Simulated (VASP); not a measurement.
A run of VASP 6.6.1:

Contents of INCAR:

```
PREC = Accurate ; ENCUT = 520
EDIFF = 1E-6 ; ISMEAR = -1
SIGMA = 0.02 ; LREAL = False
LASPH = True ; NELM = 100
ALGO = Normal ; ISIF = 2
LWAVE = False ; LCHARG = False
GGA = PE ; NBANDS = 16
```

File KPOINTS:

```
Automatic mesh
0
Gamma
  8 8 8
```

Contents of POSCAR:

```
GaP
1.0
    0.0000000000      2.8720257767      2.5962891765
    2.8720257767      0.0000000000      2.5962891765
    2.8720257767      2.8720257767      0.0000000000
Ga P
1 1
Direct
    0.0000000000      0.0000000000      0.0000000000
    0.2500000000      0.2500000000      0.2500000000
```

Potentials or basis: VASP PAW PBE potentials, release 64 (Ga_d, P).

Run with:

```sh
$ cat potpaw_PBE.64/Ga_d/POTCAR potpaw_PBE.64/P/POTCAR > POTCAR
$ mpirun -np 1 vasp_std > vasp.out
```

Hardware: 1 thread of Intel(R) Xeon(R) 6975P-C (Granite Rapids), on a shared host.

Estimate the wall time of this run.

Wall time 17 s on 1 thread of Intel(R) Xeon(R) 6975P-C (Granite Rapids) (shared host), peak memory 0.18 GiB. Counts: scf iterations 12, k points 59.
